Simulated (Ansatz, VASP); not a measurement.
## Ga2O3 in VASP and in Ansatz

INCAR

```
PREC = Accurate
ENCUT = 520
EDIFF = 1E-6
ISMEAR = 0
SIGMA = 0.05
LREAL = F
LASPH = T
NELM = 80
ALGO = Normal
ISIF = 2
LWAVE = F
LCHARG = F
GGA = PE
NBANDS = 55
```

The input KPOINTS:

```
Automatic mesh
0
Gamma
  6 6 6
```

The input POSCAR:

```
Ga2O3
1.0
    2.5287245564      1.4599598033      4.5410352127
   -2.5287245564      1.4599598033      4.5410352127
    0.0000000000     -2.9199196066      4.5410352127
Ga O
4 6
Direct
    0.3947971535      0.3548417156      0.3402170103
    0.1830596457      0.1431042078      0.1284795025
    0.6830596457      0.6431042078      0.6284795025
    0.8947971535      0.8548417156      0.8402170103
    0.5531733332      0.9468266668      0.2500000000
    0.2500000000      0.5531733332      0.9468266668
    0.9468266668      0.2500000000      0.5531733332
    0.4468266668      0.0531733332      0.7500000000
    0.7500000000      0.4468266668      0.0531733332
    0.0531733332      0.7500000000      0.4468266668
```

Input for Ansatz:

```yaml
crystal:
  lattice:
    - [2.5287245564, 1.4599598033, 4.5410352127]
    - [-2.5287245564, 1.4599598033, 4.5410352127]
    - [0.0, -2.9199196066, 4.5410352127]
  atoms:
    - { symbol: Ga, position: [0.3947971535, 0.3548417156, 0.3402170103] }
    - { symbol: Ga, position: [0.1830596457, 0.1431042078, 0.1284795025] }
    - { symbol: Ga, position: [0.6830596457, 0.6431042078, 0.6284795025] }
    - { symbol: Ga, position: [0.8947971535, 0.8548417156, 0.8402170103] }
    - { symbol: O, position: [0.5531733332, 0.9468266668, 0.25] }
    - { symbol: O, position: [0.25, 0.5531733332, 0.9468266668] }
    - { symbol: O, position: [0.9468266668, 0.25, 0.5531733332] }
    - { symbol: O, position: [0.4468266668, 0.0531733332, 0.75] }
    - { symbol: O, position: [0.75, 0.4468266668, 0.0531733332] }
    - { symbol: O, position: [0.0531733332, 0.75, 0.4468266668] }
basis:
  ecutwfc: 420
kpoints:
  mp_grid: { grid: [6, 6, 6] }
hamiltonian:
  xc: pbe
scf:
  occupations: { method: gaussian, width: 0.05 }
output:
  forces: true
  stress: true
  eigenvalues: true
```

Change from the starting cell: all Ga atoms moved +0.175 Å, as atom 1 along Cartesian [1 1 1].

Alike in both runs: task single point; functional PBE; k mesh 6 × 6 × 6; occupations gaussian, width 0.05 eV; no spin polarisation.

|  | VASP | Ansatz |
| --- | --- | --- |
| version | VASP 6.6.1 | Ansatz 0.2.0 |
| potentials or method | VASP PAW PBE potentials, release 64 (Ga_d, O), cutoff 520 eV | scalar-relativistic, plane waves, PAW |
| valence electrons in the cell | 88 | 88 |

Ansatz gave:

- gap on the k mesh at the Fermi level (eV): 2.35
- least direct gap on the mesh (eV): 2.50
- pressure (GPa): 3.5
- traceless stress, the component that is largest in VASP (GPa): 2.07
- rms of the force components (eV/Å): 0.803

Task: Estimate VASP's values.

Result: gap on the k mesh at the Fermi level (eV): 2.34; least direct gap on the mesh (eV): 2.49; pressure (GPa): 4.3; traceless stress, the component that is largest in VASP (GPa): 2.03; rms of the force components (eV/Å): 0.808.

Atom by atom the forces differ by 0.013 eV/Å (rms over components).
